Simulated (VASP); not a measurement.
Set up this calculation in VASP 6.6.1, as the native input.

```
Task                   : single point
Functional             : PBEsol
Potentials or basis    : VASP PAW PBE potentials, release 64 (Rb_sv)
Cutoff                 : 520 eV
k mesh                 : 9 × 9 × 9
Occupations            : fermi-dirac, width 0.1 eV
Spin                   : no spin polarisation
Dipole correction      : no
Further INCAR settings : ALGO = Normal; EDIFF = 1e-07; NBANDS = 16
```

The structure of Rb lies in POSCAR:

```
Rb
1.0
    0.0000000000      5.0739155040      5.0739155040
    5.0739155040      0.0000000000      5.0739155040
    5.0739155040      5.0739155040      0.0000000000
Rb
2
Direct
    0.1250000000      0.1250000000      0.1250000000
    0.8750000000      0.8750000000      0.8750000000
```

This isn't the form of Rb at room conditions, which is bcc.

These files were run (other wordings do the same):

INCAR

```
  ALGO = Normal
  EDIFF = 1E-7
  ENCUT = 520
  GGA = PS
  ISIF = 2
  ISMEAR = -1
  LASPH = True
  LCHARG = True
  LELF = True
  LREAL = False
  LVHAR = True
  LWAVE = False
  NBANDS = 16
  NELM = 60
  PREC = Accurate
  SIGMA = 0.1
```

KPOINTS

```
k-points
0
Gamma
  9 9 9
```

Potentials or basis: VASP PAW PBE potentials, release 64 (Rb_sv).

Command:

```console
$ cat potpaw_PBE.64/Rb_sv/POTCAR > POTCAR
$ mpirun -np 1 vasp_std > vasp.out
```

It gave:

The pressure is 0.0 GPa and the band gap on the k mesh is zero (bands 9 and 10 overlap by 0.04 eV).

Caveat: the PAW data sets were made with another functional, which shifts forces and pressure a little.

It took 2.8 min on 1 thread of Intel(R) Xeon(R) Platinum 8259CL CPU @ 2.50GHz (Skylake/Cascade Lake), with other jobs on the host, peak memory 0.45 GiB.
